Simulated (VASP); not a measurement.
Input of a VASP 6.6.1 run:

The input INCAR:

```
PREC = Accurate
ENCUT = 600
EDIFF = 1E-7
ISMEAR = -1
SIGMA = 0.1
LREAL = False
LASPH = True
NELM = 80
ALGO = Normal
ISIF = 3
LWAVE = False
LCHARG = False
GGA = PE
IBRION = 2
NSW = 32
EDIFFG = -0.005
PSTRESS = 1300.0
```

Contents of KPOINTS:

```
regular mesh
0
Gamma
  18 18 18
```

The input POSCAR:

```
Ti
1.0
   -2.0512111173      2.0512111173      1.2022460246
    2.0512111173     -2.0512111173      1.2022460246
    2.0512111173      2.0512111173     -1.2022460246
Ti
2
Direct
   -0.3750000000     -0.1250000000     -0.2500000000
    0.3750000000      0.1250000000      0.2500000000
```

Potentials or basis: VASP PAW PBE potentials, release 64 (Ti_sv).

The run is started by

```console
$ cat potpaw_PBE.64/Ti_sv/POTCAR > POTCAR
$ mpirun -np 1 vasp_std > vasp.out
```

What does it give for the relaxed volume?

10.14 Å³/atom.

Estimate the space group after relaxing (to 0.1 Å).

I4_1/amd (No. 141).

Estimate the band gap on the k mesh.

zero (bands 12 and 13 overlap by 1.76 eV).

Estimate the relaxed cell.

a = 3.150 Å, b = 3.150 Å, c = 3.150 Å, α = 98.25°, β = 98.25°, γ = 135.48°.

The path:
```tsv
step	energy change (eV)	largest force (eV/Å)	pressure (GPa)	volume (Å³)
1	0.0000	0.0000	131.41	20.23
2	-0.2114	0.0000	125.30	20.50
3	-0.0879	0.0000	128.89	20.34
4	-0.0378	0.0000	130.25	20.28
5	-0.0475	0.0000	129.98	20.29
```

Caveat: the cell is relaxed towards a set pressure, so the run minimises the enthalpy, not the energy.
